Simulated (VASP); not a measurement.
# Mn: single point with PBE

Crystal: Mn.

```
CELL_PARAMETERS angstrom
2.96000 0.00000 0.00000
0.00000 2.96000 0.00000
0.00000 0.00000 2.96000
ATOMIC_POSITIONS crystal
Mn 0.00000 0.00000 0.00000
Mn 0.51000 0.51000 0.51000
```

* Program: VASP 6.6.1
* Task: single point
* Functional: PBE
* Potentials or basis: VASP PAW PBE potentials, release 64 (Mn_pv)
* Cutoff: 500 eV
* k mesh: 4 × 4 × 4
* Occupations: fermi-dirac, width 0.1 eV
* Spin: collinear spin, ferrimagnetic start
* Starting moments: [3.0, -1.0] μB

| Property | Result |
| --- | --- |
| Pressure | -14.7 GPa |
| Largest force | 0.129 eV/Å |
| Net moment | 2.09 μB per cell |
| Site moments | Mn +3.00, -0.93 μB |
| Valence electrons inside the program's atomic spheres | Mn 11.66, 11.71 |

Forces on the atoms (eV/Å):
```
Mn   0.074  0.074  0.074
Mn  -0.074 -0.074 -0.074
```

Stress tensor (GPa, compression positive):
```
-14.66   0.07   0.07
  0.07 -14.66   0.07
  0.07   0.07 -14.66
```

Levels at points of the mesh, in eV from the Fermi level:
Spin up:
| k point | band 12 | band 13 | band 14 | band 15 | band 16 | band 17 |
| --- | --- | --- | --- | --- | --- | --- |
| (0.00, 0.00, 0.00) | -1.82 | -0.20 | -0.20 | 1.32 | 1.32 | 1.32 |
| (0.50, 0.00, 0.00) | -1.53 | -1.30 | -0.17 | -0.17 | 0.06 | 0.72 |
| (0.50, 0.50, 0.00) | -0.43 | 0.04 | 0.25 | 0.30 | 0.74 | 1.46 |
| (0.50, 0.50, 0.50) | -1.94 | -0.91 | -0.91 | 0.78 | 0.78 | 7.89 |
Spin down:
| k point | band 8 | band 9 | band 10 | band 11 | band 12 | band 13 | band 14 | band 15 | band 16 | band 17 |
| --- | --- | --- | --- | --- | --- | --- | --- | --- | --- | --- |
| (0.00, 0.00, 0.00) | -3.26 | -3.26 | -1.13 | -1.11 | -1.11 | 1.30 | 1.30 | 2.13 | 2.13 | 2.14 |
| (0.50, 0.00, 0.00) | -3.78 | -1.84 | -1.33 | -1.32 | -0.57 | -0.29 | 0.52 | 0.52 | 1.25 | 1.50 |
| (0.50, 0.50, 0.00) | -3.64 | -2.17 | -2.16 | 0.37 | 0.39 | 0.50 | 0.75 | 1.43 | 2.27 | 2.28 |
| (0.50, 0.50, 0.50) | -2.70 | -2.70 | -1.43 | -1.43 | -1.43 | 0.55 | 0.55 | 2.40 | 2.40 | 8.27 |

Run time: 8.7 s on 1 thread of Intel(R) Xeon(R) 6975P-C (Granite Rapids) (shared host), peak memory 0.14 GiB.

Caveat: the k points lie up to 0.53 Å⁻¹ apart.
